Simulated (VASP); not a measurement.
# Li (P2_13) in VASP: further runs

Li is run at these levels: PBEsol; tasks: single point.

Everything below comes from runs of VASP 6.6.1. Logs are shortened: lines on timing, memory, paths and dates and some standing lists are left out, and cuts for length are marked.

**1. The cell of the first run**

It takes space group P2_13 (No. 198, cubic). Conventional cell: a = 4.454 Å, b = 4.454 Å, c = 4.454 Å, α = 90.00°, β = 90.00°, γ = 90.00°. Within 3.6 Å of Li (site symmetry 3) lie 6 Li at 2.73 Å.

**2. Single point, PBEsol**

Contents of INCAR:

```
SYSTEM = Li
PREC = Accurate
ENCUT = 520
EDIFF = 1E-6
ISMEAR = -1
SIGMA = 0.1
LREAL = .FALSE.
LASPH = .TRUE.
NELM = 100
ALGO = Normal
ISIF = 2
LWAVE = .FALSE.
LCHARG = .FALSE.
GGA = PS
NBANDS = 14
```

Contents of KPOINTS:

```
Automatic mesh
0
G
  5 5 5
  0 0 0
```

Contents of POSCAR:

```
Li
1.0
    4.4544400000      0.0000000000      0.0000000000
    0.0000000000      4.4544400000      0.0000000000
    0.0000000000      0.0000000000      4.4544400000
Li
4
Direct
    0.8745680000      0.1254320000      0.6254320000
    0.3745680000      0.3745680000      0.3745680000
    0.1254320000      0.6254320000      0.8745680000
    0.6254320000      0.8745680000      0.1254320000
```

Potentials or basis: VASP PAW PBE potentials, release 64 (Li_sv).

Started as:

```bash
$ cat potpaw_PBE.64/Li_sv/POTCAR > POTCAR
$ mpirun -np 1 vasp_std > vasp.out
```

OUTCAR:

```text
SYSTEM = Li
   PREC = Accurate
   ENCUT = 520
   EDIFF = 1E-6
   ISMEAR = -1
   LREAL = .FALSE.
   LASPH = .TRUE.
   NELM = 100
   ISIF = 2
   GGA = PS

 ion  position               nearest neighbor table
   1  0.875  0.125  0.625-
   2  0.375  0.375  0.375-
   3  0.125  0.625  0.875-
   4  0.625  0.875  0.125-

  LATTYP: Found a simple cubic cell.
 ALAT       =     4.4544400000

  Lattice vectors:

 A1 = (   4.4544400000,   0.0000000000,   0.0000000000)
 A2 = (   0.0000000000,   4.4544400000,   0.0000000000)
 A3 = (   0.0000000000,   0.0000000000,   4.4544400000)

Analysis of symmetry for initial positions (statically):
=====================================================================
 Subroutine PRICEL returns:
 Original cell was already a primitive cell.

 Routine SETGRP: Setting up the symmetry group for a
 simple cubic supercell.

 Subroutine GETGRP returns: Found 12 space group operations
 (whereof  3 operations were pure point group operations)
 out of a pool of 48 trial point group operations.

The static configuration has the point symmetry C_3 .
 The point group associated with its full space group is T   .

Analysis of symmetry for dynamics (positions and initial velocities):
=====================================================================
 Subroutine PRICEL returns:
 Original cell was already a primitive cell.

 Routine SETGRP: Setting up the symmetry group for a
 simple cubic supercell.

 Subroutine GETGRP returns: Found 12 space group operations
 (whereof  3 operations were pure point group operations)
 out of a pool of 48 trial point group operations.

The dynamic configuration has the point symmetry C_3 .
 The point group associated with its full space group is T   .

 Subroutine INISYM returns: Found 12 space group operations
 (whereof  3 operations are pure point group operations),
 and found     1 'primitive' translations

----------------------------------------------------------------------------------------

                                     Primitive cell

  volume of cell :      88.3852

  direct lattice vectors                    reciprocal lattice vectors
     4.454440000  0.000000000  0.000000000     0.224495110  0.000000000  0.000000000
     0.000000000  4.454440000  0.000000000     0.000000000  0.224495110  0.000000000
     0.000000000  0.000000000  4.454440000     0.000000000  0.000000000  0.224495110

  length of vectors
     4.454440000  4.454440000  4.454440000     0.224495110  0.224495110  0.224495110

  position of ions in fractional coordinates (direct lattice)
     0.874568000  0.125432000  0.625432000
     0.374568000  0.374568000  0.374568000
     0.125432000  0.625432000  0.874568000
     0.625432000  0.874568000  0.125432000

  ion indices of the primitive-cell ions
   primitive index   ion index
                 1           1
                 2           2
                 3           3
                 4           4

----------------------------------------------------------------------------------------

 KPOINTS: Automatic mesh

Automatic generation of k-mesh.
 Grid dimensions read from file:
 generate k-points for:    5    5    5

 Generating k-lattice:

  Cartesian coordinates                     Fractional coordinates (reciprocal lattice)
     0.044899022  0.000000000  0.000000000     0.200000000  0.000000000  0.000000000
     0.000000000  0.044899022  0.000000000     0.000000000  0.200000000  0.000000000
     0.000000000  0.000000000  0.044899022     0.000000000  0.000000000  0.200000000

  Length of vectors
     0.044899022  0.044899022  0.044899022

  Shift w.r.t. Gamma in fractional coordinates (k-lattice)
     0.000000000  0.000000000  0.000000000

 Subroutine IBZKPT returns following result:
 ===========================================

 Found     11 irreducible k-points:

 Following reciprocal coordinates:
            Coordinates               Weight
  0.000000  0.000000  0.000000      1.000000
  0.200000  0.000000  0.000000      6.000000
  0.400000  0.000000  0.000000      6.000000
  0.200000  0.200000  0.000000     12.000000
  0.400000  0.200000  0.000000     12.000000
 -0.200000  0.400000  0.000000     12.000000
  0.400000  0.400000  0.000000     12.000000
  0.200000  0.200000  0.200000      8.000000
  0.400000  0.200000  0.200000     24.000000
  0.400000  0.400000  0.200000     24.000000
  0.400000  0.400000  0.400000      8.000000
   k-points           NKPTS =     11   k-points in BZ     NKDIM =     11   number of bands    NBANDS=     14
   number of dos      NEDOS =    301   number of ions     NIONS =      4
   total plane-waves  NPLWV =  46656
   dimension x,y,z NGX =    36 NGY =   36 NGZ =   36
   dimension x,y,z NGXF=    72 NGYF=   72 NGZF=   72
   ions per type =               4
   NGX,Y,Z   is equivalent  to a cutoff of  13.44, 13.44, 13.44 a.u.
   NGXF,Y,Z  is equivalent  to a cutoff of  26.87, 26.87, 26.87 a.u.
 SYSTEM =  Li
   PREC   = accura    normal or accurate (medium, high low for compatibility)
   ISTART =      0    job   : 0-new  1-cont  2-samecut
   ICHARG =      2    charge: 1-file 2-atom 10-const
   ISPIN  =      1    spin polarized calculation?
   LNONCOLLINEAR =      F non collinear calculations
   LSORBIT =      F    spin-orbit coupling
   LASPH  =      T    aspherical Exc in radial PAW
   ENCUT  =  520.0 eV  38.22 Ry    6.18 a.u.   8.28  8.28  8.28*2*pi/ulx,y,z
   NELM   =    100;   NELMIN=  2; NELMDL= -5     # of ELM steps
   EDIFF  = 0.1E-05   stopping-criterion for ELM
   LREAL  =      F    real-space projection
   EDIFFG = 0.1E-04   stopping-criterion for IOM
   NSW    =      0    number of steps for IOM
   IBRION =     -1    ionic relax: 0-MD 1-quasi-New 2-CG
   NFREE  =      0    steps in history (QN), initial steepest desc. (CG)
   ISIF   =      2    stress and relaxation
   ISYM   =      2    0-nonsym 1-usesym 2-fastsym
   POTIM  = 0.5000    time-step for ionic-motion
   TEBEG  =    0.0;   TEEND  =   0.0 temperature during run
   PSTRESS=    0.0 pullay stress
   NELECT =      12.0000    total number of electrons
   NUPDOWN=      -1.0000    fix difference up-down
   EMIN   =  10.00;   EMAX   =-10.00  energy-range for DOS
   EFERMI =   0.00;   METHOD = LEGACY
   ISMEAR =    -1;   SIGMA  =   0.10  broadening in eV -4-tet -1-fermi 0-gaus
   EFERMI_NEDOS =   21; number of points for ismear=-14 and -15
   IALGO  =     38    algorithm
   IMIX   =      4    mixing-type and parameters
     AMIX     =   0.40;   BMIX     =  1.00
     AMIX_MAG =   1.60;   BMIX_MAG =  1.00
  volume/ion in A,a.u.               =      22.10       149.11
  Fermi-wavevector in a.u.,A,eV,Ry     =   0.841412  1.590038  9.632577  0.707974
  Thomas-Fermi vector in A             =   1.955952
   LORBIT       =      0    0 simple, 1 ext, 2 COOP (PROOUT), +10 PAW based schemes
   GGA     = PS    functional components
   LHFCALC =     F    Hartree Fock is set to
   AEXX    =    0.0000 exact exchange contribution
   IVDW    =     0    specifies the selected vdW correction
   LEPSILON=     F    determine dielectric tensor
   LRPA    =     F    only Hartree local field effects (RPA)
 non-spin polarized calculation
  energy-cutoff  :      520.00
  volume of cell :       88.39
 maximum number of plane-waves:      2396
 NGX is ok and might be reduce to    36
   NGX = 17   NGY = 17   NGZ = 17

 number of electron      12.0000026 magnetization

 Free energy of the ion-electron system (eV)
  ---------------------------------------------------
  ext. energy  EPLUGINS =         0.00000000
  ---------------------------------------------------
  free energy    TOTEN  =        -6.83164611 eV

  energy without entropy =       -6.76466915  energy(sigma->0) =       -6.79815763

 E-fermi :   0.5695     XC(G=0):  -6.8033

 val. band max:        0.5628173566   @ k =   0.4000   0.4000   0.2000
 cond. band min:       0.7028346802   @ k =   0.2000   0.2000   0.0000
 fundamental gap:      0.1400173236
 Fermi energy:         0.5695038184

 k-point     1 :       0.0000    0.0000    0.0000
  band No.  band energies     occupation
      1     -46.0588      2.00000
      2     -46.0161      2.00000
      3     -46.0161      2.00000
      4     -46.0161      2.00000
      5      -3.0057      2.00000
      6       2.6926      0.00000
      7       2.6926      0.00000
      8       2.6926      0.00000
      9       2.8635      0.00000
     10       2.8635      0.00000
     11       2.8635      0.00000
     12       8.4601      0.00000
     13       8.4601      0.00000
     14       8.8082      0.00000

 k-point     2 :       0.2000    0.0000    0.0000
  band No.  band energies     occupation
      1     -46.0558      2.00000
      2     -46.0247      2.00000
      3     -46.0151      2.00000
      4     -46.0116      2.00000
      5      -2.7773      2.00000
      6       0.7171      0.37194
      7       2.7278      0.00000
      8       2.7672      0.00000
      9       3.0988      0.00000
     10       3.1252      0.00000
     11       5.0675      0.00000
     12       6.9624      0.00000
     13       7.5698      0.00000
     14       7.6798      0.00000

 k-point     3 :       0.4000    0.0000    0.0000
  band No.  band energies     occupation
      1     -46.0473      2.00000
      2     -46.0359      2.00000
      3     -46.0129      2.00000
      4     -46.0110      2.00000
      5      -2.0864      2.00000
      6      -0.9231      2.00000
      7       2.8719      0.00000
      8       2.8964      0.00000
      9       3.7380      0.00000
     10       3.7878      0.00000
     11       5.6143      0.00000
     12       5.8754      0.00000
     13       6.1954      0.00000
     14       6.6840      0.00000
[... 103 lines left out ...]
 k-point    10 :       0.4000    0.4000    0.2000
  band No.  band energies     occupation
      1     -46.0383      2.00000
      2     -46.0343      2.00000
      3     -46.0181      2.00000
      4     -46.0162      2.00000
      5      -0.9783      2.00000
      6      -0.1403      1.99835
      7       0.5628      1.03342
      8       1.2775      0.00168
      9       2.9795      0.00000
     10       3.7108      0.00000
     11       4.1496      0.00000
     12       5.0503      0.00000
     13       8.8279      0.00000
     14       9.2349      0.00000

 k-point    11 :       0.4000    0.4000    0.4000
  band No.  band energies     occupation
      1     -46.0334      2.00000
      2     -46.0310      2.00000
      3     -46.0220      2.00000
      4     -46.0203      2.00000
      5      -0.3320      1.99976
      6       0.3781      1.74303
      7       0.7204      0.36208
      8       1.0379      0.01832
      9       2.6120      0.00000
     10       2.6549      0.00000
     11       2.7230      0.00000
     12       3.6145      0.00000
     13      10.8603      0.00000
     14      11.5824      0.00000

------------------------ aborting loop because EDIFF is reached ----------------------------------------

  FORCE on cell =-STRESS in cart. coord.  units (eV):
  Direction    XX          YY          ZZ          XY          YZ          ZX
  --------------------------------------------------------------------------------------
  -------------------------------------------------------------------------------------
  Total        0.0765765      0.0765765      0.0765765     -0.0000000      0.0000000      0.0000000
  in kB        1.3881189      1.3881189      1.3881189     -0.0000000      0.0000000      0.0000000
  external PRESSURE =       1.3881189 kB  Pullay stress =       0.0000000 kB

 VOLUME and BASIS-vectors are now :
 -----------------------------------------------------------------------------
  energy-cutoff  :      520.00
  volume of cell :       88.39
      direct lattice vectors                 reciprocal lattice vectors
     4.454440000  0.000000000  0.000000000     0.224495110  0.000000000  0.000000000
     0.000000000  4.454440000  0.000000000     0.000000000  0.224495110  0.000000000
     0.000000000  0.000000000  4.454440000     0.000000000  0.000000000  0.224495110

 POSITION                                       TOTAL-FORCE (eV/Angst)
 -----------------------------------------------------------------------------------
      3.89571      0.55873      2.78595        -0.002755      0.002755      0.002755
      1.66849      1.66849      1.66849        -0.002755     -0.002755     -0.002755
      0.55873      2.78595      3.89571         0.002755      0.002755     -0.002755
      2.78595      3.89571      0.55873         0.002755     -0.002755      0.002755
 -----------------------------------------------------------------------------------
    total drift:                               -0.000000     -0.000000      0.000000

  FREE ENERGIE OF THE ION-ELECTRON SYSTEM (eV)
  ---------------------------------------------------
  free  energy   TOTEN  =        -6.8316461064 eV

  energy  without entropy=       -6.7646691469  energy(sigma->0) =       -6.79815763
```

Run time: 18 s. Hardware: 1 thread of Intel Xeon 6975P-C, shared host; peak memory 0.18 GiB.

Results:

```yaml
Free_energy: -6.8316 eV
Largest_force: 0.005 eV/Å
Band_gap_on_the_k_mesh: zero (band 6 reaches 2.69 eV, above the bottom of band 7 at 0.42 eV)
```

Forces in eV/Å, atoms in the order of the input:
```
Li  -0.003  0.003  0.003
Li  -0.003 -0.003 -0.003
Li   0.003  0.003 -0.003
Li   0.003 -0.003  0.003
```

Levels at points of the mesh, in eV from the Fermi level:
| k point | band 3 | band 4 | band 5 | band 6 | band 7 | band 8 | band 9 | band 10 |
| --- | --- | --- | --- | --- | --- | --- | --- | --- |
| (0.00, 0.00, 0.00) | -46.59 | -46.59 | -3.58 | 2.12 | 2.12 | 2.12 | 2.29 | 2.29 |

Caveat: the cutoff is under 1.25 times the usual one of these potentials, so pressure, stress and relaxed cells hold a basis-set (Pulay) error; the PAW data sets were made with another functional, which shifts forces and pressure a little.

**3. Single point, PBEsol**

Contents of INCAR:

```
ALGO = Normal
EDIFF = 1E-7
ENCUT = 520
GGA = PS
ISIF = 2
ISMEAR = -1
LASPH = T
LCHARG = F
LREAL = F
LWAVE = F
NBANDS = 14
NELM = 100
PREC = Accurate
SIGMA = 0.1
```

Contents of KPOINTS:

```
k-points
0
Gamma
  5 5 5
```

POSCAR is that of step 2.

Potentials or basis: VASP PAW PBE potentials, release 64 (Li_sv).

Started as:

```bash
$ cat potpaw_PBE.64/Li_sv/POTCAR > POTCAR
$ mpirun -np 1 vasp_std > vasp.out
```

Run time: 19 s. Hardware: 1 thread of Intel Xeon 6975P-C, shared host; peak memory 0.18 GiB.

It converged, with:

| Quantity | Value |
| --- | --- |
| Free energy | -6.8316 eV |
| Largest force | 0.005 eV/Å |
| Band gap on the k mesh | zero (band 6 reaches 2.69 eV, above the bottom of band 7 at 0.42 eV) |

Forces on the atoms (eV/Å):
```
Li  -0.003  0.003  0.003
Li  -0.003 -0.003 -0.003
Li   0.003  0.003 -0.003
Li   0.003 -0.003  0.003
```

Levels at points of the mesh, in eV from the Fermi level:
```csv
k point,band 2,band 3,band 4,band 5,band 6,band 7,band 8,band 9,band 10,band 11
"(0.00, 0.00, 0.00)",-46.58,-46.58,-46.58,-3.58,2.12,2.12,2.12,2.29,2.29,2.29
```

Caveat: the cutoff is under 1.25 times the usual one of these potentials, so pressure, stress and relaxed cells hold a basis-set (Pulay) error; the PAW data sets were made with another functional, which shifts forces and pressure a little.
